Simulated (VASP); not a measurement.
Here is a VASP 6.6.1 calculation.

File INCAR:

```
SYSTEM = Ta
  PREC = Accurate
  ENCUT = 520
  EDIFF = 1E-6
  ISMEAR = 0
  SIGMA = 0.1
  LREAL = .False.
  LASPH = .True.
  NELM = 60
  ALGO = Normal
  ISIF = 2
  LWAVE = .False.
  LCHARG = .False.
  GGA = CA
  NBANDS = 12
```

Contents of KPOINTS:

```
regular mesh
0
Gamma
  8 8 8
  0 0 0
```

Contents of POSCAR:

```
Ta
1.0
   -1.6234893961      1.6234893961      1.6234893961
    1.6234893961     -1.6234893961      1.6234893961
    1.6234893961      1.6234893961     -1.6234893961
Ta
1
Direct
    0.0000000000      0.0000000000      0.0000000000
```

Potentials or basis: VASP PAW LDA potentials, release 64 (Ta_pv).

Launch:

```console
$ cat potpaw_LDA.64/Ta_pv/POTCAR > POTCAR
$ mpirun -np 1 vasp_std > vasp.out
```

Predict the pressure.

1.0 GPa.
